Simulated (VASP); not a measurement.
# PrAgC (P-6m2) in VASP: a series of runs

PrAgC is run at these levels: PBE; tasks: single point, relaxation of cell and atoms.

Everything below comes from runs of VASP 6.6.1. Logs are shortened: lines on timing, memory, paths and dates and some standing lists are left out, and cuts for length are marked.

## Step 1: The cell of the first run

The structure is hexagonal, space group P-6m2 (No. 187). Conventional cell: a = 3.989 Å, b = 3.989 Å, c = 3.950 Å, α = 90.00°, β = 90.00°, γ = 120.00°. Pr (site symmetry -6m2) has 6 Ag at 3.03 Å and 6 C at 3.03 Å and 8 Pr at 3.95 to 3.99 Å within 4.0 Å. Within 3.1 Å of Ag (site symmetry -6m2) lie 3 C at 2.30 Å and 6 Pr at 3.03 Å. Within 3.1 Å of C (site symmetry -6m2) lie 3 Ag at 2.30 Å and 6 Pr at 3.03 Å.

## Step 2: Single point, PBE

Contents of INCAR:

```
SYSTEM = PrAgC
PREC = Accurate
ENCUT = 600
EDIFF = 1E-6
ISMEAR = 0
SIGMA = 0.1
LREAL = .FALSE.
LASPH = .TRUE.
NELM = 200
ALGO = Normal
ISIF = 2
LWAVE = .FALSE.
LCHARG = .FALSE.
GGA = PE
NBANDS = 20
GGA_COMPAT = .FALSE.
LMAXMIX = 6
```

Contents of KPOINTS:

```
regular mesh
0
G
  15 15 15
  0 0 0
```

Contents of POSCAR:

```
PrAgC
1.0
    3.9890614243      0.0000000000      0.0000000000
   -1.9945307121      3.4546285307      0.0000000000
    0.0000000000      0.0000000000      3.9500276585
Pr Ag C
1 1 1
Direct
    0.0000000000      0.0000000000      0.0000000000
    0.6666666667      0.3333333333      0.5000000000
    0.3333333333      0.6666666667      0.5000000000
```

Potentials or basis: VASP PAW PBE potentials, release 64 (Pr_3, Ag, C), 4f in core.

Run with:

```console
$ cat potpaw_PBE.64/Pr_3/POTCAR potpaw_PBE.64/Ag/POTCAR potpaw_PBE.64/C/POTCAR > POTCAR
$ mpirun -np 1 vasp_std > vasp.out
```

OUTCAR:

```text
SYSTEM = PrAgC
   PREC = Accurate
   ENCUT = 600
   EDIFF = 1E-6
   ISMEAR = 0
   LREAL = .FALSE.
   LASPH = .TRUE.
   NELM = 200
   ISIF = 2
   GGA = PE

 ion  position               nearest neighbor table
   1  0.000  0.000  0.000-   2 3.03   2 3.03   2 3.03   2 3.03   2 3.03   2 3.03
   2  0.667  0.333  0.500-   3 2.30   3 2.30   3 2.30   1 3.03   1 3.03   1 3.03   1 3.03   1 3.03
                             1 3.03
   3  0.333  0.667  0.500-   2 2.30   2 2.30   2 2.30

  LATTYP: Found a hexagonal cell.
 ALAT       =     3.9890614243
 C/A-ratio  =     0.9902147995

  Lattice vectors:

 A1 = (   3.9890614243,   0.0000000000,   0.0000000000)
 A2 = (  -1.9945307121,   3.4546285307,   0.0000000000)
 A3 = (   0.0000000000,   0.0000000000,   3.9500276585)

Analysis of symmetry for initial positions (statically):
=====================================================================
 Subroutine PRICEL returns:
 Original cell was already a primitive cell.

 Routine SETGRP: Setting up the symmetry group for a
 hexagonal supercell.

 Subroutine GETGRP returns: Found 12 space group operations
 (whereof 12 operations were pure point group operations)
 out of a pool of 24 trial point group operations.

The static configuration has the point symmetry D_3h.

Analysis of symmetry for dynamics (positions and initial velocities):
=====================================================================
 Subroutine PRICEL returns:
 Original cell was already a primitive cell.

 Routine SETGRP: Setting up the symmetry group for a
 hexagonal supercell.

 Subroutine GETGRP returns: Found 12 space group operations
 (whereof 12 operations were pure point group operations)
 out of a pool of 24 trial point group operations.

The dynamic configuration has the point symmetry D_3h.

 Subroutine INISYM returns: Found 12 space group operations
 (whereof 12 operations are pure point group operations),
 and found     1 'primitive' translations

----------------------------------------------------------------------------------------

                                     Primitive cell

  volume of cell :      54.4342

  direct lattice vectors                    reciprocal lattice vectors
     3.989061424  0.000000000  0.000000000     0.250685536  0.144733362  0.000000000
    -1.994530712  3.454628531  0.000000000     0.000000000  0.289466723  0.000000000
     0.000000000  0.000000000  3.950027658     0.000000000  0.000000000  0.253162784

  length of vectors
     3.989061424  3.989061424  3.950027658     0.289466723  0.289466723  0.253162784

  position of ions in fractional coordinates (direct lattice)
     0.000000000  0.000000000  0.000000000
     0.666666667  0.333333333  0.500000000
     0.333333333  0.666666667  0.500000000

  ion indices of the primitive-cell ions
   primitive index   ion index
                 1           1
                 2           2
                 3           3

----------------------------------------------------------------------------------------

 KPOINTS: regular mesh

Automatic generation of k-mesh.
 Grid dimensions read from file:
 generate k-points for:   15   15   15

 Generating k-lattice:

  Cartesian coordinates                     Fractional coordinates (reciprocal lattice)
     0.016712369  0.009648891  0.000000000     0.066666667 -0.000000000  0.000000000
     0.000000000  0.019297782  0.000000000     0.000000000  0.066666667  0.000000000
     0.000000000  0.000000000  0.016877519     0.000000000  0.000000000  0.066666667

  Length of vectors
     0.019297782  0.019297782  0.016877519

  Shift w.r.t. Gamma in fractional coordinates (k-lattice)
     0.000000000  0.000000000  0.000000000

 Subroutine IBZKPT returns following result:
 ===========================================

 Found    216 irreducible k-points:

 Following reciprocal coordinates:
            Coordinates               Weight
  0.000000  0.000000  0.000000      1.000000
  0.066667 -0.000000  0.000000      6.000000
  0.133333  0.000000  0.000000      6.000000
  0.200000 -0.000000  0.000000      6.000000
  0.266667  0.000000  0.000000      6.000000
  0.333333 -0.000000  0.000000      6.000000
[... 16 lines left out ...]
  0.333333  0.200000  0.000000     12.000000
  0.400000  0.200000  0.000000      6.000000
 [... further k-points ...]
   k-points           NKPTS =    216   k-points in BZ     NKDIM =    216   number of bands    NBANDS=     20
   number of dos      NEDOS =    301   number of ions     NIONS =      3
   total plane-waves  NPLWV =  32768
   dimension x,y,z NGX =    32 NGY =   32 NGZ =   32
   dimension x,y,z NGXF=    64 NGYF=   64 NGZF=   64
   ions per type =               1   1   1
   NGX,Y,Z   is equivalent  to a cutoff of  13.34, 13.34, 13.47 a.u.
   NGXF,Y,Z  is equivalent  to a cutoff of  26.67, 26.67, 26.94 a.u.
 SYSTEM =  PrAgC
   PREC   = accura    normal or accurate (medium, high low for compatibility)
   ISTART =      0    job   : 0-new  1-cont  2-samecut
   ICHARG =      2    charge: 1-file 2-atom 10-const
   ISPIN  =      1    spin polarized calculation?
   LNONCOLLINEAR =      F non collinear calculations
   LSORBIT =      F    spin-orbit coupling
   LASPH  =      T    aspherical Exc in radial PAW
   ENCUT  =  600.0 eV  44.10 Ry    6.64 a.u.   7.97  7.97  7.89*2*pi/ulx,y,z
   NELM   =    200;   NELMIN=  2; NELMDL= -5     # of ELM steps
   EDIFF  = 0.1E-05   stopping-criterion for ELM
   LREAL  =      F    real-space projection
   EDIFFG = 0.1E-04   stopping-criterion for IOM
   NSW    =      0    number of steps for IOM
   IBRION =     -1    ionic relax: 0-MD 1-quasi-New 2-CG
   NFREE  =      0    steps in history (QN), initial steepest desc. (CG)
   ISIF   =      2    stress and relaxation
   ISYM   =      2    0-nonsym 1-usesym 2-fastsym
   POTIM  = 0.5000    time-step for ionic-motion
   TEBEG  =    0.0;   TEEND  =   0.0 temperature during run
   PSTRESS=    0.0 pullay stress
   NELECT =      26.0000    total number of electrons
   NUPDOWN=      -1.0000    fix difference up-down
   EMIN   =  10.00;   EMAX   =-10.00  energy-range for DOS
   EFERMI =   0.00;   METHOD = LEGACY
   ISMEAR =     0;   SIGMA  =   0.10  broadening in eV -4-tet -1-fermi 0-gaus
   EFERMI_NEDOS =   21; number of points for ismear=-14 and -15
   IALGO  =     38    algorithm
   IMIX   =      4    mixing-type and parameters
     AMIX     =   0.40;   BMIX     =  1.00
     AMIX_MAG =   1.60;   BMIX_MAG =  1.00
  volume/ion in A,a.u.               =      18.14       122.45
  Fermi-wavevector in a.u.,A,eV,Ry     =   1.279701  2.418284 22.281375  1.637635
  Thomas-Fermi vector in A             =   2.412171
   LORBIT       =      0    0 simple, 1 ext, 2 COOP (PROOUT), +10 PAW based schemes
   GGA     = PE    functional components
   LHFCALC =     F    Hartree Fock is set to
   AEXX    =    0.0000 exact exchange contribution
   IVDW    =     0    specifies the selected vdW correction
   LEPSILON=     F    determine dielectric tensor
   LRPA    =     F    only Hartree local field effects (RPA)
 non-spin polarized calculation
 Gauss-broadening in eV      SIGMA  =   0.10
  energy-cutoff  :      600.00
  volume of cell :       54.43
 maximum number of plane-waves:      1845
 NGX is ok and might be reduce to    32
   NGX = 15   NGY = 15   NGZ = 15

 number of electron      26.0000005 magnetization

 Free energy of the ion-electron system (eV)
  ---------------------------------------------------
  ext. energy  EPLUGINS =         0.00000000
  ---------------------------------------------------
  free energy    TOTEN  =       -15.20266229 eV

  energy without entropy =      -15.19413940  energy(sigma->0) =      -15.19840084

 E-fermi :   6.0620     XC(G=0): -11.1997

 val. band max:        6.0610558526   @ k =   0.2000   0.2000   0.4000
 cond. band min:       6.0645214889   @ k =   0.2667   0.1333   0.4000
 fundamental gap:      0.0034656364
 Fermi energy:         6.0619577791

 k-point     1 :       0.0000    0.0000    0.0000
  band No.  band energies     occupation
      1     -30.2391      2.00000
      2     -12.1106      2.00000
      3     -12.0337      2.00000
      4     -12.0337      2.00000
      5      -4.3666      2.00000
      6       0.1640      2.00000
[... 12 lines left out ...]
     19      10.0417      0.00000
     20      14.5432      0.00000

 k-point     2 :       0.0667   -0.0000    0.0000
  band No.  band energies     occupation
      1     -30.2373      2.00000
      2     -12.1086      2.00000
      3     -12.0588      2.00000
      4     -12.0384      2.00000
      5      -4.3205      2.00000
      6       0.1391      2.00000
[... 12 lines left out ...]
     19      10.1411      0.00000
     20      14.4628      0.00000

 k-point     3 :       0.1333    0.0000    0.0000
  band No.  band energies     occupation
      1     -30.2324      2.00000
      2     -12.1286      2.00000
      3     -12.1032      2.00000
      4     -12.0514      2.00000
      5      -4.1910      2.00000
      6       0.0840      2.00000
[... 12 lines left out ...]
     19      10.3546      0.00000
     20      14.4377      0.00000

 k-point     4 :       0.2000   -0.0000    0.0000
  band No.  band energies     occupation
      1     -30.2251      2.00000
      2     -12.2283      2.00000
      3     -12.0951      2.00000
      4     -12.0706      2.00000
      5      -4.0030      2.00000
      6       0.0334      2.00000
[... 429 lines left out ...]
 k-point    23 :       0.3333    0.2000    0.0000
  band No.  band energies     occupation
      1     -30.1967      2.00000
      2     -12.4890      2.00000
      3     -12.2494      2.00000
      4     -12.0629      2.00000
      5      -3.3583      2.00000
      6       0.2893      2.00000
[... 12 lines left out ...]
     19      12.3849      0.00000
     20      13.9648      0.00000

 k-point    24 :       0.4000    0.2000    0.0000
  band No.  band energies     occupation
      1     -30.1953      2.00000
      2     -12.4983      2.00000
      3     -12.2615      2.00000
      4     -12.0612      2.00000
      5      -3.3322      2.00000
      6       0.3350      2.00000
[... 12 lines left out ...]
     19      12.7947      0.00000
     20      13.7739      0.00000

 [... further k-points ...]

------------------------ aborting loop because EDIFF is reached ----------------------------------------

  FORCE on cell =-STRESS in cart. coord.  units (eV):
  Direction    XX          YY          ZZ          XY          YZ          ZX
  --------------------------------------------------------------------------------------
  -------------------------------------------------------------------------------------
  Total        0.0548511      0.0548511      0.0174799      0.0000000      0.0000000      0.0000000
  in kB        1.6144465      1.6144465      0.5144919      0.0000000      0.0000000      0.0000000
  external PRESSURE =       1.2477950 kB  Pullay stress =       0.0000000 kB

 VOLUME and BASIS-vectors are now :
 -----------------------------------------------------------------------------
  energy-cutoff  :      600.00
  volume of cell :       54.43
      direct lattice vectors                 reciprocal lattice vectors
     3.989061424  0.000000000  0.000000000     0.250685536  0.144733362  0.000000000
    -1.994530712  3.454628531  0.000000000     0.000000000  0.289466723  0.000000000
     0.000000000  0.000000000  3.950027658     0.000000000  0.000000000  0.253162784

 POSITION                                       TOTAL-FORCE (eV/Angst)
 -----------------------------------------------------------------------------------
      0.00000      0.00000      0.00000        -0.000000      0.000000      0.000000
      1.99453      1.15154      1.97501         0.000000     -0.000000      0.000000
     -0.00000      2.30309      1.97501        -0.000000     -0.000000      0.000000
 -----------------------------------------------------------------------------------
    total drift:                                0.000000     -0.000000      0.000000

  FREE ENERGIE OF THE ION-ELECTRON SYSTEM (eV)
  ---------------------------------------------------
  free  energy   TOTEN  =       -15.2026622862 eV

  energy  without entropy=      -15.1941393996  energy(sigma->0) =      -15.19840084
```

Run time: 2.3 min. Hardware: 1 thread of Intel Xeon Platinum 8488C (Sapphire Rapids), shared host; peak memory 0.43 GiB.

What came out:

```
Free energy            : -15.2027 eV
Pressure               : 0.1 GPa
Band gap on the k mesh : zero (bands 13 and 14 overlap by 1.42 eV)
```

Levels at points of the mesh, in eV from the Fermi level:
```tsv
k point	band 9	band 10	band 11	band 12	band 13	band 14	band 15	band 16	band 17	band 18
(0.00, 0.00, 0.00)	-5.24	-5.24	-0.28	-0.28	-0.25	0.25	0.83	3.82	3.82	3.98
```

Caveat: spin-orbit coupling is left out, which moves the levels of the heavy elements; the 4f electrons are frozen in the core, so they carry no moment and show no levels. Spin polarisation is off, so any magnetic state and its effect on volume and gap are missing.

## Step 3: Relaxation of cell and atoms, PBE

This run uses another cell than the first one, of 18.19 Å³/atom.

Contents of INCAR:

```
SYSTEM = PrAgC
ALGO = Normal
EDIFF = 1E-7
EDIFFG = -0.01
ENCUT = 600
GGA = PE
GGA_COMPAT = .FALSE.
IBRION = 2
ISIF = 3
ISMEAR = 0
LASPH = .TRUE.
LCHARG = .FALSE.
LMAXMIX = 6
LREAL = .FALSE.
LWAVE = .FALSE.
NELM = 200
NELMIN = 4
NSW = 100
PREC = Accurate
SIGMA = 0.1
```

Contents of KPOINTS:

```
k-points
0
G
  12 12 12
  0 0 0
```

Contents of POSCAR:

```
PrAgC
1.0
    3.9876026698      0.0000000000      0.0000000000
   -1.9938013349      3.4533652122      0.0000000000
    0.0000000000      0.0000000000      3.9618941780
Pr Ag C
1 1 1
Direct
    0.0000000000      0.0000000000      0.0000000000
    0.6666666667      0.3333333333      0.5000000000
    0.3333333333      0.6666666667      0.5000000000
```

Potentials or basis: VASP PAW PBE potentials, release 64 (Pr_3, Ag, C), 4f in core.

Run with:

```console
$ cat potpaw_PBE.64/Pr_3/POTCAR potpaw_PBE.64/Ag/POTCAR potpaw_PBE.64/C/POTCAR > POTCAR
$ mpirun -np 1 vasp_std > vasp.out
```

It took 2.1 min on 1 thread of Intel Xeon Platinum 8488C (Sapphire Rapids), shared host; peak memory 0.32 GiB.

The run converged. Its results:

```
Free energy                           : -15.2038 eV
Relaxed volume                        : 18.17 Å³/atom
Relaxed cell                          : a = 3.989 Å, b = 3.989 Å, c = 3.955 Å, α = 90.00°, β = 90.00°, γ = 120.00°
Space group after relaxing (to 0.1 Å) : P-6m2 (No. 187)
Energy gained by relaxing             : 0.0 meV/atom
Ionic steps                           : 2
Pressure after relaxing               : 0.0 GPa
Band gap on the k mesh                : zero (bands 13 and 14 overlap by 1.47 eV)
```

Stress tensor (GPa, compression positive):
```
 0.07  0.00  0.00
 0.00  0.07  0.00
 0.00  0.00 -0.07
```

The path:
| step | energy change (eV) | largest force (eV/Å) | pressure (GPa) | volume (Å³) |
| --- | --- | --- | --- | --- |
| 1 | 0.0000 | 0.0000 | -0.07 | 54.56 |
| 2 | -0.0001 | 0.0000 | 0.02 | 54.50 |

Final structure:
```
CELL_PARAMETERS angstrom
3.98907 0.00000 0.00000
-1.99454 3.45464 0.00000
0.00000 0.00000 3.95461
ATOMIC_POSITIONS crystal
Pr 0.00000 0.00000 0.00000
Ag 0.66667 0.33333 0.50000
C 0.33333 0.66667 0.50000
```

Levels at points of the mesh, in eV from the Fermi level:
| k point | band 11 | band 12 | band 13 | band 14 | band 15 | band 16 |
| --- | --- | --- | --- | --- | --- | --- |
| (0.00, 0.00, 0.00) | -0.28 | -0.28 | -0.27 | 0.25 | 0.82 | 3.81 |
| (0.50, 0.00, 0.00) | -3.99 | -0.70 | -0.65 | 0.39 | 3.56 | 3.80 |
| (0.00, 0.00, 0.50) | -3.76 | 1.23 | 1.23 | 2.32 | 2.39 | 2.39 |
| (0.50, 0.00, 0.50) | -3.34 | -2.11 | -1.56 | 0.18 | 3.11 | 4.77 |

Caveat: spin-orbit coupling is left out, which moves the levels of the heavy elements; the 4f electrons are frozen in the core, so they carry no moment and show no levels. Spin polarisation is off, so any magnetic state and its effect on volume and gap are missing.

## Step 4: Relaxation of cell and atoms, PBE

This run uses another cell than the first one, of 18.19 Å³/atom.

Contents of INCAR:

```
PREC     = Accurate       # precision mode
ENCUT    = 600            # plane-wave cutoff, eV
EDIFF    = 1E-7           # SCF threshold, eV
ISMEAR   = 0              # smearing method
SIGMA    = 0.1            # smearing width, eV
LREAL    = False          # projectors in reciprocal space
LASPH    = True           # aspherical terms in the spheres
NELM     = 200            # most SCF steps
ALGO     = Normal         # electronic algorithm
ISIF     = 3              # what is computed and relaxed
LWAVE    = False          # write WAVECAR
LCHARG   = False          # write CHGCAR
GGA      = PE             # functional
IBRION   = 2              # ionic algorithm
NSW      = 100            # ionic steps
EDIFFG   = -0.01          # ionic threshold
GGA_COMPAT= False        
NELMIN   = 4            
LMAXMIX  = 6              # l up to which the mixer works
```

Contents of KPOINTS:

```
Automatic mesh
0
Gamma
  15 15 15
```

POSCAR is that of step 3.

Run with:

```console
$ cat potpaw_PBE.64/Pr_3/POTCAR potpaw_PBE.64/Ag/POTCAR potpaw_PBE.64/C/POTCAR > POTCAR
$ mpirun -np 1 vasp_std > vasp.out
```

It took 4.5 min on 1 thread of Intel Xeon Platinum 8488C (Sapphire Rapids), shared host; peak memory 0.42 GiB.

The run converged. Its results:

```
Free energy                           : -15.2027 eV
Relaxed volume                        : 18.16 Å³/atom
Relaxed cell                          : a = 3.991 Å, b = 3.991 Å, c = 3.950 Å, α = 90.00°, β = 90.00°, γ = 120.00°
Space group after relaxing (to 0.1 Å) : P-6m2 (No. 187)
Energy gained by relaxing             : 0.1 meV/atom
Ionic steps                           : 3
Pressure after relaxing               : 0.0 GPa
Band gap on the k mesh                : zero (bands 13 and 14 overlap by 1.41 eV)
```

The path:
```tsv
step	energy change (eV)	largest force (eV/Å)	pressure (GPa)	volume (Å³)
1	0.0000	0.0000	-0.06	54.56
2	-0.0002	0.0000	0.01	54.50
3	-0.0002	0.0000	0.03	54.48
```

Final structure:
```yaml
crystal:
  lattice:
    - [3.99100, 0.00000, 0.00000]
    - [-1.99550, 3.45631, 0.00000]
    - [0.00000, 0.00000, 3.94965]
  atoms:
    - { symbol: Pr, position: [0.00000, 0.00000, 0.00000] }
    - { symbol: Ag, position: [0.66667, 0.33333, 0.50000] }
    - { symbol: C, position: [0.33333, 0.66667, 0.50000] }
```

Levels at points of the mesh, in eV from the Fermi level:
```tsv
k point	band 11	band 12	band 13	band 14	band 15	band 16
(0.00, 0.00, 0.00)	-0.28	-0.28	-0.25	0.25	0.82	3.82
```

Caveat: spin-orbit coupling is left out, which moves the levels of the heavy elements; the 4f electrons are frozen in the core, so they carry no moment and show no levels. Spin polarisation is off, so any magnetic state and its effect on volume and gap are missing.

## Step 5: Overview

```tsv
task	cell	k mesh	gap on the mesh (eV)	pressure (GPa)	relaxed volume (Å³/atom)
single point	a = 3.989, b = 3.989, c = 3.950 Å, angles 90.0, 90.0, 120.0°, 3 atoms	15 × 15 × 15	none	0.1	-
relaxation of cell and atoms	relaxed from a = 3.988, b = 3.988, c = 3.962 Å, angles 90.0, 90.0, 120.0°, 3 atoms	12 × 12 × 12	none	0.0	18.17
relaxation of cell and atoms	relaxed from a = 3.988, b = 3.988, c = 3.962 Å, angles 90.0, 90.0, 120.0°, 3 atoms	15 × 15 × 15	none	0.0	18.16
```

Alike in all rows: level PBE; potentials or basis VASP PAW PBE potentials, release 64 (Pr_3, Ag, C), 4f in core; no spin polarisation; cutoff (eV) 600; smearing gaussian 0.1 eV.

Caveats: spin-orbit coupling is left out, which moves the levels of the heavy elements; the 4f electrons are frozen in the core, so they carry no moment and show no levels.

Total energies depend on the potentials used, so only differences within one code and one set of settings carry meaning.
